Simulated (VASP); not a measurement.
# HfTl2F6 (Fm-3m) in VASP: notebook

Aim: see how the results for HfTl2F6 move with the level of theory and the settings. Levels: PBE, r2SCAN. Tasks: single point, relaxation of cell and atoms.

Everything below comes from runs of VASP 6.6.1. Logs are shortened: lines on timing, memory, paths and dates and some standing lists are left out, and cuts for length are marked.

**1. The cell of the first run**

It takes space group Fm-3m (No. 225, cubic). Conventional cell: a = 9.041 Å, b = 9.041 Å, c = 9.041 Å, α = 90.00°, β = 90.00°, γ = 90.00°. Within 4.2 Å of Tl (site symmetry -43m) lie 12 F at 3.21 Å and 4 Hf at 3.91 Å. Within 2.7 Å of Hf (site symmetry m-3m) lie 6 F at 2.02 Å. F (site symmetry 4mm) has 1 Hf at 2.02 Å within 2.7 Å.

**2. Single point, PBE**

The input, INCAR:

```
PREC = Accurate ; ENCUT = 520
EDIFF = 1E-6 ; ISMEAR = -1
SIGMA = 0.02 ; LREAL = False
LASPH = True ; NELM = 100
ALGO = Normal ; ISIF = 2
LWAVE = False ; LCHARG = False
GGA = PE ; NBANDS = 49
```

The input, KPOINTS:

```
Automatic mesh
0
Gamma
  4 4 4
```

The input, POSCAR:

```
HfTl2F6
1.0
    0.0000000000      4.5205690113      4.5205690113
    4.5205690113      0.0000000000      4.5205690113
    4.5205690113      4.5205690113      0.0000000000
Tl Hf F
2 1 6
Direct
    0.2500000000      0.2500000000      0.2500000000
    0.7500000000      0.7500000000      0.7500000000
    0.0000000000      0.0000000000      0.0000000000
    0.2230145281      0.7769854719      0.7769854719
    0.2230145281      0.7769854719      0.2230145281
    0.7769854719      0.2230145281      0.7769854719
    0.7769854719      0.2230145281      0.2230145281
    0.7769854719      0.7769854719      0.2230145281
    0.2230145281      0.2230145281      0.7769854719
```

Potentials or basis: VASP PAW PBE potentials, release 64 (Tl_d, Hf_pv, F).

The run is started by

```sh
$ cat potpaw_PBE.64/Tl_d/POTCAR potpaw_PBE.64/Hf_pv/POTCAR potpaw_PBE.64/F/POTCAR > POTCAR
$ mpirun -np 1 vasp_std > vasp.out
```

OUTCAR:

```text
PREC = Accurate
   ENCUT = 520
   EDIFF = 1E-6
   ISMEAR = -1
   LREAL = False
   LASPH = True
   NELM = 100
   ISIF = 2
   GGA = PE

 ion  position               nearest neighbor table
   1  0.250  0.250  0.250-   3 3.91   3 3.91   3 3.91   3 3.91
   2  0.750  0.750  0.750-   3 3.91   3 3.91   3 3.91   3 3.91
   3  0.000  0.000  0.000-   4 2.02   5 2.02   6 2.02   7 2.02   8 2.02   9 2.02   2 3.91   2 3.91
                             2 3.91   1 3.91   1 3.91   1 3.91   2 3.91   1 3.91
   4  0.223  0.777  0.777-   3 2.02
   5  0.223  0.777  0.223-   3 2.02
   6  0.777  0.223  0.777-   3 2.02
   7  0.777  0.223  0.223-   3 2.02
   8  0.777  0.777  0.223-   3 2.02
   9  0.223  0.223  0.777-   3 2.02

  LATTYP: Found a face centered cubic cell.
 ALAT       =     9.0411380226

  Lattice vectors:

 A1 = (   0.0000000000,   4.5205690113,   4.5205690113)
 A2 = (   4.5205690113,   0.0000000000,   4.5205690113)
 A3 = (   4.5205690113,   4.5205690113,   0.0000000000)

Analysis of symmetry for initial positions (statically):
=====================================================================
 Subroutine PRICEL returns:
 Original cell was already a primitive cell.

 Routine SETGRP: Setting up the symmetry group for a
 face centered cubic supercell.

 Subroutine GETGRP returns: Found 48 space group operations
 (whereof 48 operations were pure point group operations)
 out of a pool of 48 trial point group operations.

The static configuration has the point symmetry O_h .

Analysis of symmetry for dynamics (positions and initial velocities):
=====================================================================
 Subroutine PRICEL returns:
 Original cell was already a primitive cell.

 Routine SETGRP: Setting up the symmetry group for a
 face centered cubic supercell.

 Subroutine GETGRP returns: Found 48 space group operations
 (whereof 48 operations were pure point group operations)
 out of a pool of 48 trial point group operations.

The dynamic configuration has the point symmetry O_h .

 Subroutine INISYM returns: Found 48 space group operations
 (whereof 48 operations are pure point group operations),
 and found     1 'primitive' translations

----------------------------------------------------------------------------------------

[... 87 lines left out ...]
   ENCUT  =  520.0 eV  38.22 Ry    6.18 a.u.  11.89 11.89 11.89*2*pi/ulx,y,z
   NELM   =    100;   NELMIN=  2; NELMDL= -5     # of ELM steps
   EDIFF  = 0.1E-05   stopping-criterion for ELM
   LREAL  =      F    real-space projection
   EDIFFG = 0.1E-04   stopping-criterion for IOM
   NSW    =      0    number of steps for IOM
   IBRION =     -1    ionic relax: 0-MD 1-quasi-New 2-CG
   NFREE  =      0    steps in history (QN), initial steepest desc. (CG)
   ISIF   =      2    stress and relaxation
   ISYM   =      2    0-nonsym 1-usesym 2-fastsym
   POTIM  = 0.5000    time-step for ionic-motion
   TEBEG  =    0.0;   TEEND  =   0.0 temperature during run
   PSTRESS=    0.0 pullay stress
   NELECT =      78.0000    total number of electrons
   NUPDOWN=      -1.0000    fix difference up-down
   EMIN   =  10.00;   EMAX   =-10.00  energy-range for DOS
   EFERMI =   0.00;   METHOD = LEGACY
   ISMEAR =    -1;   SIGMA  =   0.02  broadening in eV -4-tet -1-fermi 0-gaus
   EFERMI_NEDOS =   21; number of points for ismear=-14 and -15
   IALGO  =     38    algorithm
   IMIX   =      4    mixing-type and parameters
     AMIX     =   0.40;   BMIX     =  1.00
     AMIX_MAG =   1.60;   BMIX_MAG =  1.00
  volume/ion in A,a.u.               =      20.53       138.54
  Fermi-wavevector in a.u.,A,eV,Ry     =   1.228108  2.320788 20.520980  1.508250
  Thomas-Fermi vector in A             =   2.363046
   LORBIT       =      0    0 simple, 1 ext, 2 COOP (PROOUT), +10 PAW based schemes
   GGA     = PE    functional components
[... 5 lines left out ...]
 non-spin polarized calculation
  energy-cutoff  :      520.00
  volume of cell :      184.76
 maximum number of plane-waves:      4992
   NGX = 23   NGY = 23   NGZ = 23

 number of electron      77.9999976 magnetization

 Free energy of the ion-electron system (eV)
  ---------------------------------------------------
  ext. energy  EPLUGINS =         0.00000000
  ---------------------------------------------------
  free energy    TOTEN  =       -51.73445277 eV

  energy without entropy =      -51.73445277  energy(sigma->0) =      -51.73445277

 E-fermi :  -1.2624     XC(G=0):  -8.3841

 val. band max:       -1.7574704080   @ k =   0.5000   0.5000   0.0000
 cond. band min:       3.2118309960   @ k =   0.5000   0.5000   0.0000
 fundamental gap:      4.9693014040
 Fermi energy:        -1.2623856264

 k-point     1 :       0.0000    0.0000    0.0000
  band No.  band energies     occupation
      1     -30.1029      2.00000
      2     -30.1029      2.00000
      3     -30.1029      2.00000
      4     -22.0330      2.00000
      5     -21.8290      2.00000
      6     -21.8290      2.00000
[... 405 lines left out ...]
     48       6.5828      0.00000
     49       8.9196      0.00000

------------------------ aborting loop because EDIFF is reached ----------------------------------------

  FORCE on cell =-STRESS in cart. coord.  units (eV):
  Direction    XX          YY          ZZ          XY          YZ          ZX
  --------------------------------------------------------------------------------------
  -------------------------------------------------------------------------------------
  Total       -0.9915475     -0.9915475     -0.9915475     -0.0000000      0.0000000     -0.0000000
  in kB       -8.5983438     -8.5983438     -8.5983438     -0.0000000      0.0000000     -0.0000000
  external PRESSURE =      -8.5983438 kB  Pullay stress =       0.0000000 kB

 VOLUME and BASIS-vectors are now :
 -----------------------------------------------------------------------------
  energy-cutoff  :      520.00
  volume of cell :      184.76
      direct lattice vectors                 reciprocal lattice vectors
     0.000000000  4.520569011  4.520569011    -0.110605545  0.110605545  0.110605545
     4.520569011  0.000000000  4.520569011     0.110605545 -0.110605545  0.110605545
     4.520569011  4.520569011  0.000000000     0.110605545  0.110605545 -0.110605545

 POSITION                                       TOTAL-FORCE (eV/Angst)
 -----------------------------------------------------------------------------------
      2.26028      2.26028      2.26028        -0.000000     -0.000000      0.000000
      6.78085      6.78085      6.78085        -0.000000     -0.000000     -0.000000
      0.00000      0.00000      0.00000        -0.000000     -0.000000     -0.000000
      7.02483      4.52057      4.52057         0.189233     -0.000000      0.000000
      4.52057      2.01631      4.52057         0.000000     -0.189233      0.000000
      4.52057      7.02483      4.52057         0.000000      0.189233      0.000000
      2.01631      4.52057      4.52057        -0.189233     -0.000000      0.000000
      4.52057      4.52057      7.02483         0.000000     -0.000000      0.189233
      4.52057      4.52057      2.01631         0.000000     -0.000000     -0.189233
 -----------------------------------------------------------------------------------
    total drift:                               -0.000000     -0.000000      0.000000

  FREE ENERGIE OF THE ION-ELECTRON SYSTEM (eV)
  ---------------------------------------------------
  free  energy   TOTEN  =       -51.7344527726 eV

  energy  without entropy=      -51.7344527726  energy(sigma->0) =      -51.73445277
```

OSZICAR:

```text
N       E                     dE             d eps       ncg     rms          rms(c)
DAV:   1     0.580095498125E+03    0.58010E+03   -0.42798E+04   784   0.149E+03
DAV:   2    -0.192576870366E+02   -0.59935E+03   -0.57956E+03   964   0.375E+02
DAV:   3    -0.585862998543E+02   -0.39329E+02   -0.39067E+02   919   0.903E+01
DAV:   4    -0.590824600232E+02   -0.49616E+00   -0.49566E+00   839   0.112E+01
DAV:   5    -0.590903857897E+02   -0.79258E-02   -0.79250E-02   941   0.133E+00    0.596E+01
DAV:   6    -0.519881561354E+02    0.71022E+01   -0.30502E+01   799   0.285E+01    0.477E+01
DAV:   7    -0.517904447038E+02    0.19771E+00   -0.19504E+00   796   0.696E+00    0.271E+01
DAV:   8    -0.517420488623E+02    0.48396E-01   -0.23009E-01   807   0.310E+00    0.576E+00
DAV:   9    -0.517330413181E+02    0.90075E-02   -0.65293E-02   807   0.128E+00    0.212E+00
DAV:  10    -0.517342130745E+02   -0.11718E-02   -0.64800E-03   854   0.465E-01    0.227E-01
DAV:  11    -0.517344095932E+02   -0.19652E-03   -0.10751E-03   816   0.155E-01    0.743E-02
DAV:  12    -0.517344493630E+02   -0.39770E-04   -0.15458E-04   807   0.647E-02    0.402E-02
DAV:  13    -0.517344532220E+02   -0.38590E-05   -0.13457E-05   815   0.174E-02    0.550E-02
DAV:  14    -0.517344527726E+02    0.44939E-06   -0.31287E-06   685   0.947E-03
   1 F= -.51734453E+02 E0= -.51734453E+02  d E =-.862636E-12
```

Run time: 42 s. Hardware: 1 thread of Intel Xeon 6975P-C (Granite Rapids), shared host; peak memory 0.35 GiB.

Results:

```
Free energy            : -51.7345 eV
Pressure               : -0.9 GPa
Largest force          : 0.189 eV/Å
Band gap on the k mesh : 4.97 eV, direct
```

Forces in eV/Å, atoms in the order of the input:
```
Tl   0.000  0.000  0.000
Tl   0.000  0.000  0.000
Hf   0.000  0.000  0.000
F    0.189  0.000  0.000
F    0.000 -0.189  0.000
F    0.000  0.189  0.000
F   -0.189  0.000  0.000
F    0.000  0.000  0.189
F    0.000  0.000 -0.189
```

Caveat: spin-orbit coupling is left out, which moves the levels of the heavy elements.

(Continued in part 2 of 3.)
